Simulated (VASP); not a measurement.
Runs of VASP 6.6.1 on Al. The structure is that of space group P6_3/mmc (No. 194), or close to it. The cells are those of the table. 

```tsv
task	level	cell	cutoff (eV)	gap on the mesh (eV)	pressure (GPa)	relaxed volume (Å³/atom)
single point	BLYP+D3(BJ)	a = 2.784, b = 2.784, c = 4.660 Å, angles 90.0, 90.0, 120.0°, 2 atoms	520	none	(a)	-
single point	PBEsol	a = 2.847, b = 2.847, c = 4.634 Å, angles 90.0, 90.0, 120.0°, 2 atoms	520	none	0.1	-
relaxation of cell and atoms	PBEsol+D3(BJ)	relaxed from a = 2.812, b = 2.812, c = 4.867 Å, angles 90.0, 90.0, 120.0°, 2 atoms	600	none	0.0	15.66
relaxation of cell and atoms	BLYP+D3(BJ)	relaxed from a = 2.812, b = 2.812, c = 4.867 Å, angles 90.0, 90.0, 120.0°, 2 atoms	600	none	0.1	15.64
relaxation of cell and atoms	PBEsol	relaxed from a = 2.812, b = 2.812, c = 4.867 Å, angles 90.0, 90.0, 120.0°, 2 atoms	600	none	0.0	16.30
```

Alike in all rows: potentials or basis VASP PAW PBE potentials, release 64 (Al); no spin polarisation; k mesh 13 × 13 × 7; smearing methfessel-paxton 0.1 eV.

Question: Estimate the missing entries.

Answer: (a) 0.2.

Caveats: the PAW data sets were made with another functional, which shifts forces and pressure a little; pairwise dispersion overbinds metals, which lowers pressure and volume (some runs).

A gap of «none» marks levels without a gap at the run's occupations.
